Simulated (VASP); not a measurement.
Write the native input for VASP 6.6.1 that does the following.

* Task: single point
* Functional: LDA
* Potentials or basis: VASP PAW LDA potentials, release 64 (Al, Ga_d, N_h)
* Cutoff: 1330 eV
* k mesh: 6 × 6 × 6
* Occupations: gaussian, width 0.05 eV
* Spin: no spin polarisation
* Dipole correction: no
* Further INCAR settings: ALGO = Normal; EDIFF = 1e-06; NBANDS = 41

The structure of AlGa3N4 lies in POSCAR:

```
AlGa3N4
1.0
    4.3824846439     -0.0515716627     -0.0515716627
   -0.0515716627      4.3824846439     -0.0515716627
   -0.0515716627     -0.0515716627      4.3824846439
Al Ga N
1 3 4
Direct
    0.0000000000      0.0000000000      0.0000000000
    0.5000000000      0.5000000000      0.0000000000
    0.5000000000      0.0000000000      0.5000000000
    0.0000000000      0.5000000000      0.5000000000
    0.7548078379      0.7548078379      0.2451921621
    0.7548078379      0.2451921621      0.7548078379
    0.2451921621      0.7548078379      0.7548078379
    0.2451921621      0.2451921621      0.2451921621
```

These files were run (other wordings do the same):

INCAR

```
  ALGO = Normal
  EDIFF = 1E-6
  ENCUT = 1330
  GGA = CA
  GGA_COMPAT = False
  ISIF = 2
  ISMEAR = 0
  LASPH = True
  LCHARG = False
  LREAL = False
  LWAVE = False
  NBANDS = 41
  NELM = 120
  PREC = Accurate
  SIGMA = 0.05
```

KPOINTS

```
k-points
0
Gamma
  6 6 6
```

Potentials or basis: VASP PAW LDA potentials, release 64 (Al, Ga_d, N_h).

Run with:

```sh
$ cat potpaw_LDA.64/Al/POTCAR potpaw_LDA.64/Ga_d/POTCAR potpaw_LDA.64/N_h/POTCAR > POTCAR
$ mpirun -np 1 vasp_std > vasp.out
```

It gave:

The pressure is 8.2 GPa, the largest force is 0.539 eV/Å and the band gap on the k mesh is 2.66 eV.

Caveat: the cell stands under pressure.

It took 8.9 min on 1 thread of Intel(R) Xeon(R) Platinum 8259CL CPU @ 2.50GHz (Skylake/Cascade Lake) (shared host), peak memory 0.56 GiB.
